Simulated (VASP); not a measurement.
Here is a VASP 6.6.1 calculation.

INCAR

```
PREC = Accurate ; ENCUT = 600
EDIFF = 1E-6 ; ISMEAR = -1
SIGMA = 0.05 ; LREAL = False
LASPH = True ; NELM = 60
ALGO = Normal ; ISIF = 3
LWAVE = False ; LCHARG = False
GGA = PE ; IBRION = 2
NSW = 60 ; EDIFFG = -0.01
```

File KPOINTS:

```
regular mesh
0
Gamma
  8 8 4
```

POSCAR

```
MgS
1.0
    4.0346224068      0.0000000000      0.0000000000
   -2.0173112034      3.4940854990      0.0000000000
    0.0000000000      0.0000000000      6.4322941800
S Mg
2 2
Direct
    0.6666666667      0.3333333333      0.8792441500
    0.3333333333      0.6666666667      0.3792441500
    0.3333333333      0.6666666667      0.9957548500
    0.6666666667      0.3333333333      0.4957548500
```

Potentials or basis: VASP PAW PBE potentials, release 64 (S, Mg).

Command:

```bash
$ cat potpaw_PBE.64/S/POTCAR potpaw_PBE.64/Mg/POTCAR > POTCAR
$ mpirun -np 1 vasp_std > vasp.out
```

Question: Estimate the relaxed cell.

Answer: a = 4.051 Å, b = 4.051 Å, c = 6.488 Å, α = 90.00°, β = 90.00°, γ = 120.00°.

Question: Predict the band gap on the k mesh.

Answer: 3.38 eV.

Step by step:
```
step  energy change (eV)  largest force (eV/Å)  pressure (GPa)  volume (Å³)
   1              0.0000                0.0486            0.94        90.68
   2             -0.0044                0.0171           -0.17        92.43
   3             -0.0046                0.0214           -0.02        92.18
   4             -0.0046                0.0220            0.01        92.15
   5             -0.0047                0.0168            0.01        92.14
   6             -0.0049                0.0013            0.03        92.13
   7             -0.0048                0.0313            0.06        92.11
   8             -0.0049                0.0093            0.04        92.12
   9             -0.0050                0.0010           -0.02        92.22
```
